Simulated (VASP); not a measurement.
# SnTe (Fm-3m) in VASP: a series of runs

SnTe is run at these levels: r2SCAN-based global hybrid with 10 % exact exchange, PBE-based screened hybrid with 5 % exact exchange, PBE-based screened hybrid with 10 % exact exchange, PBE-based screened hybrid with 15 % exact exchange; tasks: single point.

Everything below comes from runs of VASP 6.6.1. Logs are shortened: lines on timing, memory, paths and dates and some standing lists are left out, and cuts for length are marked.

## (1) The cell of the first run

It takes space group Fm-3m (No. 225, cubic). The conventional cell has a = 6.302 Å, b = 6.302 Å, c = 6.302 Å, α = 90.00°, β = 90.00°, γ = 90.00°. Te (site symmetry m-3m) has 6 Sn at 3.15 Å within 4.1 Å. Within 4.1 Å of Sn (site symmetry m-3m) lie 6 Te at 3.15 Å.

## (2) Single point, r2SCAN-based global hybrid with 10 % exact exchange

Contents of POSCAR:

```
SnTe
1.0
    0.0000000000      3.1508500000      3.1508500000
    3.1508500000      0.0000000000      3.1508500000
    3.1508500000      3.1508500000      0.0000000000
Te Sn
1 1
Direct
    0.5000000000      0.5000000000      0.5000000000
    0.0000000000      0.0000000000      0.0000000000
```

Contents of INCAR.step1:

```
SYSTEM = SnTe
PREC = Accurate ; ENCUT = 520
EDIFF = 1E-5 ; ISMEAR = -1
SIGMA = 0.05 ; LREAL = .FALSE.
LASPH = .TRUE. ; NELM = 80
ALGO = Normal ; ISIF = 2
LWAVE = .TRUE. ; LCHARG = .FALSE.
GGA = PE ; NBANDS = 17
```

Contents of INCAR.step2:

```
SYSTEM = SnTe
PREC = Accurate ; ENCUT = 520
EDIFF = 1E-6 ; ISMEAR = -1
SIGMA = 0.05 ; LREAL = .FALSE.
LASPH = .TRUE. ; NELM = 80
ALGO = Normal ; ISIF = 2
LWAVE = .FALSE. ; LCHARG = .FALSE.
METAGGA = R2SCAN ; LHFCALC = .TRUE.
AEXX = 0.1 ; LMIXTAU = .TRUE.
PRECFOCK = Normal ; ISTART = 1
NBANDS = 17
```

Contents of KPOINTS:

```
Automatic mesh
0
G
  4 4 4
  0 0 0
```

Potentials or basis: VASP PAW PBE potentials, release 64 (Te, Sn_d).

Run with:

```console
$ cat potpaw_PBE.64/Te/POTCAR potpaw_PBE.64/Sn_d/POTCAR > POTCAR
$ cp INCAR.step1 INCAR
$ mpirun -np 1 vasp_std > vasp.out
$ cp INCAR.step2 INCAR
$ mpirun -np 1 vasp_std > vasp.out
```

OUTCAR:

```text
SYSTEM = SnTe
   PREC = Accurate
   ENCUT = 520
   EDIFF = 1E-6
   ISMEAR = -1
   LREAL = .FALSE.
   LASPH = .TRUE.
   NELM = 80
   ISIF = 2
   METAGGA = R2SCAN
   LHFCALC = .TRUE.
   AEXX = 0.1
   PRECFOCK = Normal
   ISTART = 1

 ion  position               nearest neighbor table
   1  0.500  0.500  0.500-   2 3.15   2 3.15   2 3.15   2 3.15   2 3.15   2 3.15
   2  0.000  0.000  0.000-   1 3.15   1 3.15   1 3.15   1 3.15   1 3.15   1 3.15

  LATTYP: Found a face centered cubic cell.
 ALAT       =     6.3017000000

  Lattice vectors:

 A1 = (   0.0000000000,   3.1508500000,   3.1508500000)
 A2 = (   3.1508500000,   0.0000000000,   3.1508500000)
 A3 = (   3.1508500000,   3.1508500000,   0.0000000000)

Analysis of symmetry for initial positions (statically):
=====================================================================
 Subroutine PRICEL returns:
 Original cell was already a primitive cell.

 Routine SETGRP: Setting up the symmetry group for a
 face centered cubic supercell.

 Subroutine GETGRP returns: Found 48 space group operations
 (whereof 48 operations were pure point group operations)
 out of a pool of 48 trial point group operations.

The static configuration has the point symmetry O_h .

Analysis of symmetry for dynamics (positions and initial velocities):
=====================================================================
 Subroutine PRICEL returns:
 Original cell was already a primitive cell.

 Routine SETGRP: Setting up the symmetry group for a
 face centered cubic supercell.

 Subroutine GETGRP returns: Found 48 space group operations
 (whereof 48 operations were pure point group operations)
 out of a pool of 48 trial point group operations.

The dynamic configuration has the point symmetry O_h .

 Subroutine INISYM returns: Found 48 space group operations
 (whereof 48 operations are pure point group operations),
 and found     1 'primitive' translations

----------------------------------------------------------------------------------------

                                     Primitive cell

  volume of cell :      62.5624

  direct lattice vectors                    reciprocal lattice vectors
     0.000000000  3.150850000  3.150850000    -0.158687338  0.158687338  0.158687338
     3.150850000  0.000000000  3.150850000     0.158687338 -0.158687338  0.158687338
     3.150850000  3.150850000  0.000000000     0.158687338  0.158687338 -0.158687338

  length of vectors
     4.455974803  4.455974803  4.455974803     0.274854533  0.274854533  0.274854533

  position of ions in fractional coordinates (direct lattice)
     0.500000000  0.500000000  0.500000000
     0.000000000  0.000000000  0.000000000

  ion indices of the primitive-cell ions
   primitive index   ion index
                 1           1
                 2           2

----------------------------------------------------------------------------------------

 KPOINTS: Automatic mesh

Automatic generation of k-mesh.
 Grid dimensions read from file:
 generate k-points for:    4    4    4

 Generating k-lattice:

  Cartesian coordinates                     Fractional coordinates (reciprocal lattice)
    -0.039671835  0.039671835  0.039671835     0.250000000  0.000000000  0.000000000
     0.039671835 -0.039671835  0.039671835     0.000000000  0.250000000  0.000000000
     0.039671835  0.039671835 -0.039671835     0.000000000  0.000000000  0.250000000

  Length of vectors
     0.068713633  0.068713633  0.068713633

  Shift w.r.t. Gamma in fractional coordinates (k-lattice)
     0.000000000  0.000000000  0.000000000

 Subroutine IBZKPT returns following result:
 ===========================================

 Found      8 irreducible k-points:

 Following reciprocal coordinates:
            Coordinates               Weight
  0.000000  0.000000  0.000000      1.000000
  0.250000  0.000000  0.000000      8.000000
  0.500000  0.000000  0.000000      4.000000
  0.250000  0.250000  0.000000      6.000000
  0.500000  0.250000  0.000000     24.000000
 -0.250000  0.250000  0.000000     12.000000
  0.500000  0.500000  0.000000      3.000000
 -0.250000  0.500000  0.250000      6.000000
   k-points           NKPTS =      8   k-points in BZ     NKDIM =     64   number of bands    NBANDS=     17
   number of dos      NEDOS =    301   number of ions     NIONS =      2
   total plane-waves  NPLWV =  46656
   dimension x,y,z NGX =    36 NGY =   36 NGZ =   36
   dimension x,y,z NGXF=    72 NGYF=   72 NGZF=   72
   ions per type =               1   1
   NGX,Y,Z   is equivalent  to a cutoff of  13.43, 13.43, 13.43 a.u.
   NGXF,Y,Z  is equivalent  to a cutoff of  26.86, 26.86, 26.86 a.u.
 SYSTEM =  SnTe
   PREC   = accura    normal or accurate (medium, high low for compatibility)
   ISTART =      1    job   : 0-new  1-cont  2-samecut
   ICHARG =      0    charge: 1-file 2-atom 10-const
   ISPIN  =      1    spin polarized calculation?
   LNONCOLLINEAR =      F non collinear calculations
   LSORBIT =      F    spin-orbit coupling
   LASPH  =      T    aspherical Exc in radial PAW
   ENCUT  =  520.0 eV  38.22 Ry    6.18 a.u.   8.29  8.29  8.29*2*pi/ulx,y,z
   NELM   =     80;   NELMIN=  2; NELMDL=  0     # of ELM steps
   EDIFF  = 0.1E-05   stopping-criterion for ELM
   LREAL  =      F    real-space projection
   EDIFFG = 0.1E-04   stopping-criterion for IOM
   NSW    =      0    number of steps for IOM
   IBRION =     -1    ionic relax: 0-MD 1-quasi-New 2-CG
   NFREE  =      0    steps in history (QN), initial steepest desc. (CG)
   ISIF   =      2    stress and relaxation
   ISYM   =      3    0-nonsym 1-usesym 2-fastsym
   POTIM  = 0.5000    time-step for ionic-motion
   TEBEG  =    0.0;   TEEND  =   0.0 temperature during run
   PSTRESS=    0.0 pullay stress
   NELECT =      20.0000    total number of electrons
   NUPDOWN=      -1.0000    fix difference up-down
   EMIN   =  10.00;   EMAX   =-10.00  energy-range for DOS
   EFERMI =   0.00;   METHOD = LEGACY
   ISMEAR =    -1;   SIGMA  =   0.05  broadening in eV -4-tet -1-fermi 0-gaus
   EFERMI_NEDOS =   21; number of points for ismear=-14 and -15
   IALGO  =     38    algorithm
   IMIX   =      1    mixing-type and parameters
     AMIX     =   0.40;   BMIX     =  1.00
     AMIX_MAG =   1.60;   BMIX_MAG =  1.00
  volume/ion in A,a.u.               =      31.28       211.10
  Fermi-wavevector in a.u.,A,eV,Ry     =   1.119387  2.115336 17.048485  1.253028
  Thomas-Fermi vector in A             =   2.256026
   LORBIT       =      0    0 simple, 1 ext, 2 COOP (PROOUT), +10 PAW based schemes
   METAGGA = R2SCAN    functional components
   LHFCALC =     T    Hartree Fock is set to
   PRECFOCK=normal    Normal, Fast or Accurate (Low or Medium for compatibility)
   ENCUT4O =  -1.0   cutoff for four orbital integrals eV
   NKREDX  =     1    reduce k-point grid by
   NKREDY  =     1    reduce k-point grid by
   NKREDZ  =     1    reduce k-point grid by
   AEXX    =    0.1000 exact exchange contribution
   HFSCREEN=    0.0000 screening length (either q_TF or 0.3 A-1)
   HFSCREENC=   0.0000 screening length for correlation (either q_TF or 0.3 A-1)
   ENCUTFOCK=  -1.0 apply spherical cutoff to Coloumb kernel
   IVDW    =     0    specifies the selected vdW correction
   LEPSILON=     F    determine dielectric tensor
   LRPA    =     F    only Hartree local field effects (RPA)
 non-spin polarized calculation
  energy-cutoff  :      520.00
  volume of cell :       62.56
 maximum number of plane-waves:      1708
 NGX is ok and might be reduce to    36
  NGX = 28; NGY = 28; NGZ = 28

 number of electron      19.9999998 magnetization

 Free energy of the ion-electron system (eV)
  ---------------------------------------------------
  ext. energy  EPLUGINS =         0.00000000
  ---------------------------------------------------
  free energy    TOTEN  =       -47.39382713 eV

  energy without entropy =      -47.39167876  energy(sigma->0) =      -47.39275295

 E-fermi :   7.0962     XC(G=0):  -9.1978

 val. band max:        6.9373366835   @ k =   0.5000   0.0000   0.0000
 cond. band min:       7.2572433249   @ k =   0.5000   0.0000   0.0000
 fundamental gap:      0.3199066414
 Fermi energy:         7.0962367942

 k-point     1 :       0.0000    0.0000    0.0000
  band No.  band energies     occupation
      1     -16.8151      2.00000
      2     -16.8151      2.00000
      3     -16.8014      2.00000
      4     -16.8013      2.00000
      5     -16.8013      2.00000
      6      -7.1924      2.00000
      7       1.9091      2.00000
      8       4.2211      2.00000
      9       4.2211      2.00000
     10       4.2211      2.00000
     11      10.7559      0.00000
     12      10.7559      0.00000
     13      10.7559      0.00000
     14      12.2205      0.00000
     15      12.2205      0.00000
     16      12.2205      0.00000
     17      14.3488      0.00000

 k-point     2 :       0.2500    0.0000    0.0000
  band No.  band energies     occupation
      1     -16.8180      2.00000
      2     -16.8180      2.00000
      3     -16.8005      2.00000
      4     -16.7981      2.00000
      5     -16.7981      2.00000
      6      -6.6392      2.00000
      7      -0.4796      2.00000
      8       4.3538      2.00000
      9       4.3538      2.00000
     10       5.7852      2.00000
     11       8.7643      0.00000
     12       8.7643      0.00000
     13       8.9378      0.00000
     14      12.6500      0.00000
     15      13.5095      0.00000
     16      13.5095      0.00000
     17      17.5648      0.00000

 k-point     3 :       0.5000    0.0000    0.0000
  band No.  band energies     occupation
      1     -16.8213      2.00000
      2     -16.8213      2.00000
      3     -16.7999      2.00000
      4     -16.7945      2.00000
      5     -16.7945      2.00000
      6      -5.7677      2.00000
      7      -2.3688      2.00000
      8       4.6041      2.00000
      9       4.6041      2.00000
     10       6.9373      1.92000
     11       7.2572      0.07683
     12       7.4531      0.00159
     13       7.4532      0.00159
     14      15.5408      0.00000
     15      16.4546      0.00000
     16      16.5147      0.00000
     17      16.5147      0.00000

 k-point     4 :       0.2500    0.2500    0.0000
  band No.  band energies     occupation
      1     -16.8249      2.00000
      2     -16.8126      2.00000
      3     -16.8033      2.00000
      4     -16.7959      2.00000
      5     -16.7959      2.00000
      6      -6.4638      2.00000
      7      -0.0865      2.00000
      8       3.2533      2.00000
      9       3.2533      2.00000
     10       4.5130      2.00000
     11       9.3021      0.00000
     12      10.3800      0.00000
     13      11.3232      0.00000
     14      11.3232      0.00000
     15      15.1043      0.00000
     16      15.2400      0.00000
     17      15.2400      0.00000

 k-point     5 :       0.5000    0.2500    0.0000
  band No.  band energies     occupation
      1     -16.8283      2.00000
      2     -16.8155      2.00000
      3     -16.8012      2.00000
      4     -16.7940      2.00000
      5     -16.7925      2.00000
      6      -5.6231      2.00000
      7      -1.5622      2.00000
      8       2.1539      2.00000
      9       3.2573      2.00000
     10       4.0482      2.00000
     11       9.9109      0.00000
     12      10.0187      0.00000
     13      11.5577      0.00000
     14      11.7006      0.00000
     15      16.2754      0.00000
     16      16.9074      0.00000
     17      17.8854      0.00000

 k-point     6 :      -0.2500    0.2500    0.0000
  band No.  band energies     occupation
      1     -16.8216      2.00000
      2     -16.8201      2.00000
      3     -16.7982      2.00000
      4     -16.7963      2.00000
      5     -16.7955      2.00000
      6      -5.9003      2.00000
      7      -1.4989      2.00000
      8       2.1516      2.00000
      9       4.4115      2.00000
     10       5.6959      2.00000
     11       8.0227      0.00000
     12       8.4275      0.00000
     13      11.6074      0.00000
     14      13.5200      0.00000
     15      13.9655      0.00000
     16      15.5601      0.00000
     17      16.6789      0.00000

 k-point     7 :       0.5000    0.5000    0.0000
  band No.  band energies     occupation
      1     -16.8360      2.00000
      2     -16.8101      2.00000
      3     -16.8053      2.00000
      4     -16.7901      2.00000
      5     -16.7901      2.00000
      6      -5.4252      2.00000
      7      -0.2193      2.00000
      8       0.5577      2.00000
      9       2.5144      2.00000
     10       2.5144      2.00000
     11       9.5083      0.00000
     12      12.4832      0.00000
     13      12.4832      0.00000
     14      14.1226      0.00000
     15      16.5601      0.00000
     16      18.4056      0.00000
     17      18.8501      0.00000

 k-point     8 :      -0.2500    0.5000    0.2500
  band No.  band energies     occupation
      1     -16.8296      2.00000
      2     -16.8160      2.00000
      3     -16.7979      2.00000
      4     -16.7979      2.00000
      5     -16.7901      2.00000
      6      -5.3239      2.00000
      7      -1.2784      2.00000
      8       1.3635      2.00000
      9       1.3635      2.00000
     10       5.7597      2.00000
     11       8.0315      0.00000
     12      12.1172      0.00000
     13      12.1172      0.00000
     14      13.6930      0.00000
     15      13.6930      0.00000
     16      18.1626      0.00000
     17      18.7576      0.00000

------------------------ aborting loop because EDIFF is reached ----------------------------------------

  FORCE on cell =-STRESS in cart. coord.  units (eV):
  Direction    XX          YY          ZZ          XY          YZ          ZX
  --------------------------------------------------------------------------------------
  -------------------------------------------------------------------------------------
  Total        0.5744856      0.5744856      0.5744856      0.0000000      0.0000000     -0.0000000
  in kB       14.7121638     14.7121638     14.7121638      0.0000000      0.0000000     -0.0000000
  external PRESSURE =      14.7121638 kB  Pullay stress =       0.0000000 kB

 VOLUME and BASIS-vectors are now :
 -----------------------------------------------------------------------------
  energy-cutoff  :      520.00
  volume of cell :       62.56
      direct lattice vectors                 reciprocal lattice vectors
     0.000000000  3.150850000  3.150850000    -0.158687338  0.158687338  0.158687338
     3.150850000  0.000000000  3.150850000     0.158687338 -0.158687338  0.158687338
     3.150850000  3.150850000  0.000000000     0.158687338  0.158687338 -0.158687338

 POSITION                                       TOTAL-FORCE (eV/Angst)
 -----------------------------------------------------------------------------------
      3.15085      3.15085      3.15085        -0.000000     -0.000000     -0.000000
      0.00000      0.00000      0.00000         0.000000      0.000000      0.000000
 -----------------------------------------------------------------------------------
    total drift:                               -0.000000      0.000000      0.000000

  FREE ENERGIE OF THE ION-ELECTRON SYSTEM (eV)
  ---------------------------------------------------
  free  energy   TOTEN  =       -47.3938271329 eV

  energy  without entropy=      -47.3916787578  energy(sigma->0) =      -47.39275295
```

Run time: 23 min. Hardware: 1 thread of Intel Xeon Platinum 8259CL at 2.50GHz (Skylake/Cascade Lake), shared host; peak memory 0.23 GiB.

Results:

```
Free energy            : -47.3938 eV
Pressure               : 1.5 GPa
Band gap on the k mesh : 0.32 eV
```

Caveat: the k points lie up to 0.43 Å⁻¹ apart; the PAW data sets were made with another functional, which shifts forces and pressure a little; spin-orbit coupling is left out, which moves the levels of the heavy elements.

## (3) Single point, PBE-based screened hybrid with 5 % exact exchange

POSCAR is that of step 2.

Contents of INCAR.step1:

```
ALGO = Normal ; EDIFF = 1E-5
ENCUT = 520 ; GGA = PE
ISIF = 2 ; ISMEAR = -1
LASPH = T ; LCHARG = F
LREAL = F ; LWAVE = T
NBANDS = 17 ; NELM = 80
PREC = Accurate ; SIGMA = 0.05
```

Contents of INCAR.step2:

```
AEXX = 0.05 ; ALGO = Normal
EDIFF = 1E-6 ; ENCUT = 520
GGA = PE ; HFSCREEN = 0.2
ISIF = 2 ; ISMEAR = -1
ISTART = 1 ; LASPH = T
LCHARG = F ; LHFCALC = T
LREAL = F ; LWAVE = F
NBANDS = 17 ; NELM = 80
PREC = Accurate ; PRECFOCK = Normal
SIGMA = 0.05
```

Contents of KPOINTS:

```
k-points
0
Gamma
  4 4 4
```

Potentials or basis: VASP PAW PBE potentials, release 64 (Te, Sn_d).

Run with:

```console
$ cat potpaw_PBE.64/Te/POTCAR potpaw_PBE.64/Sn_d/POTCAR > POTCAR
$ cp INCAR.step1 INCAR
$ mpirun -np 1 vasp_std > vasp.out
$ cp INCAR.step2 INCAR
$ mpirun -np 1 vasp_std > vasp.out
```

Run time: 8.5 min. Hardware: 1 thread of Intel Xeon Platinum 8259CL at 2.50GHz (Skylake/Cascade Lake), shared host; peak memory 0.32 GiB.

Results (log left out):

| Quantity | Value |
| --- | --- |
| Free energy | -7.8268 eV |
| Pressure | 1.5 GPa |
| Band gap on the k mesh | 0.08 eV |

Levels at points of the mesh, in eV from the valence-band top:
| k point | band 7 | band 8 | band 9 | band 10 | band 11 | band 12 | band 13 | band 14 |
| --- | --- | --- | --- | --- | --- | --- | --- | --- |
| (0.00, 0.00, 0.00) | -4.80 | -2.26 | -2.26 | -2.26 | 3.43 | 3.43 | 3.43 | 4.81 |
| (0.50, 0.00, 0.00) | -8.57 | -1.92 | -1.92 | 0.00 | 0.08 | 0.37 | 0.37 | 7.87 |
| (0.50, 0.50, 0.00) | -6.64 | -5.77 | -3.89 | -3.89 | 2.19 | 5.03 | 5.03 | 6.51 |

Caveat: the k points lie up to 0.43 Å⁻¹ apart; the PAW data sets were made with another functional, which shifts forces and pressure a little; spin-orbit coupling is left out, which moves the levels of the heavy elements. A k mesh can miss the band edges.

## (4) Single point, PBE-based screened hybrid with 10 % exact exchange

POSCAR is that of step 3.

Contents of INCAR.step1:

```
SYSTEM = SnTe
PREC = Accurate ; ENCUT = 520
EDIFF = 1E-5 ; ISMEAR = -1
SIGMA = 0.05 ; LREAL = .False.
LASPH = .True. ; NELM = 80
ALGO = Normal ; ISIF = 2
LWAVE = .True. ; LCHARG = .False.
GGA = PE ; NBANDS = 17
```

Contents of INCAR.step2:

```
SYSTEM = SnTe
PREC = Accurate ; ENCUT = 520
EDIFF = 1E-7 ; ISMEAR = -1
SIGMA = 0.05 ; LREAL = .False.
LASPH = .True. ; NELM = 80
ALGO = Normal ; ISIF = 2
LWAVE = .False. ; LCHARG = .False.
GGA = PE ; LHFCALC = .True.
AEXX = 0.1 ; HFSCREEN = 0.2
PRECFOCK = Normal ; ISTART = 1
NBANDS = 17
```

Contents of KPOINTS:

```
Automatic mesh
0
Gamma
  4 4 4
  0 0 0
```

Run with:

```console
$ cat potpaw_PBE.64/Te/POTCAR potpaw_PBE.64/Sn_d/POTCAR > POTCAR
$ cp INCAR.step1 INCAR
$ mpirun -np 1 vasp_std > vasp.out
$ cp INCAR.step2 INCAR
$ mpirun -np 1 vasp_std > vasp.out
```

It took 21 min on 1 thread of Intel Xeon Platinum 8259CL at 2.50GHz (Skylake/Cascade Lake), shared host; peak memory 0.32 GiB.

It converged, with:

```
Free energy            : -8.1169 eV
Pressure               : 1.3 GPa
Band gap on the k mesh : 0.07 eV
```

Levels at points of the mesh, in eV from the valence-band top:
| k point | band 7 | band 8 | band 9 | band 10 | band 11 | band 12 | band 13 | band 14 |
| --- | --- | --- | --- | --- | --- | --- | --- | --- |
| (0.00, 0.00, 0.00) | -4.91 | -2.36 | -2.36 | -2.36 | 3.51 | 3.51 | 3.51 | 4.86 |
| (0.50, 0.00, 0.00) | -8.81 | -2.02 | -2.02 | 0.00 | 0.07 | 0.39 | 0.39 | 7.97 |
| (0.50, 0.50, 0.00) | -6.80 | -5.96 | -4.03 | -4.03 | 2.21 | 5.14 | 5.14 | 6.65 |

Caveat: the k points lie up to 0.43 Å⁻¹ apart; the PAW data sets were made with another functional, which shifts forces and pressure a little; spin-orbit coupling is left out, which moves the levels of the heavy elements. A k mesh can miss the band edges.

(Part 1 of 2 ends here.)
